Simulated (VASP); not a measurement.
ZrTeBr:

```
Zr Te Br
1.0
     4.79257    0.00000    0.00000
    -2.39628    4.15049    0.00000
     0.00000    0.00000    5.28335
Zr Te Br
1 1 1
Direct
  0.00000 0.00000 0.50000
  0.33333 0.66667 0.50000
  0.66667 0.33333 0.00000
```

Base run:

- Program: VASP 6.6.1
- Functional: PBE
- Potentials or basis: VASP PAW PBE potentials, release 64 (Zr_sv, Te, Br)
- Cutoff: 520 eV
- k mesh: 6 × 6 × 4
- Occupations: gaussian, width 0.1 eV
- Spin: no spin polarisation

Its results: pressure -1.1 GPa.

Question: The run is repeated on the same cell with these changes: spin from no spin polarisation to collinear spin, ferromagnetic start; further incar settings from ALGO = Normal; EDIFF = 1e-06; NBANDS = 20 to ALGO = Normal; EDIFF = 1e-06; NBANDS = 24. What comes out?

Answer: Pressure -0.6 GPa; net moment 0.87 μB per cell; site moments Zr +0.68; Te -0.07; Br -0.03 μB.

Caveats: an odd number of electrons without spin polarisation forces a metal (some runs); a magnetic or distorted state may lie lower (some runs).
